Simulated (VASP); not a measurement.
Set up this calculation in VASP 6.6.1, as the native input.

| Quantity | Value |
| --- | --- |
| Task | relaxation of cell and atoms |
| Functional | PBE |
| Potentials or basis | VASP PAW PBE potentials, release 64 (Na_pv, Cu, H) |
| Cutoff | 600 eV |
| k mesh | 10 × 10 × 10 |
| Occupations | gaussian, width 0.1 eV |
| Spin | no spin polarisation |
| Dipole correction | no |
| Further INCAR settings | ALGO = Normal; EDIFF = 1e-07; IBRION = 2; EDIFFG = -0.01; NSW = 100; ISIF = 3 |

The structure of NaCuH3 lies in POSCAR:

```
NaCuH3
1.0
    3.5038290346      0.0000000000      0.0000000000
    0.0000000000      3.5038290346      0.0000000000
    0.0000000000      0.0000000000      3.5038290346
Na Cu H
1 1 3
Direct
    0.0000000000      0.0000000000      0.0000000000
    0.5000000000      0.5000000000      0.5000000000
    0.0000000000      0.5000000000      0.5000000000
    0.5000000000      0.0000000000      0.5000000000
    0.5000000000      0.5000000000      0.0000000000
```

One way to write it, as run:

INCAR

```
SYSTEM = NaCuH3
ALGO = Normal ; EDIFF = 1E-7
EDIFFG = -0.01 ; ENCUT = 600
GGA = PE ; GGA_COMPAT = .False.
IBRION = 2 ; ISIF = 3
ISMEAR = 0 ; LASPH = .True.
LCHARG = .False. ; LREAL = .False.
LWAVE = .False. ; NELM = 120
NELMIN = 4 ; NSW = 100
PREC = Accurate ; SIGMA = 0.1
```

KPOINTS

```
k-points
0
Gamma
  10 10 10
  0 0 0
```

Potentials or basis: VASP PAW PBE potentials, release 64 (Na_pv, Cu, H).

Run with:

```console
$ cat potpaw_PBE.64/Na_pv/POTCAR potpaw_PBE.64/Cu/POTCAR potpaw_PBE.64/H/POTCAR > POTCAR
$ mpirun -np 1 vasp_std > vasp.out
```

Results of the run:

- Pressure after relaxing: 0.2 GPa

Caveat: the relaxation stopped at its first step, so nothing moved.

Wall time 59 s on 1 thread of Intel Xeon 8259CL, on a shared host, peak memory 0.19 GiB.
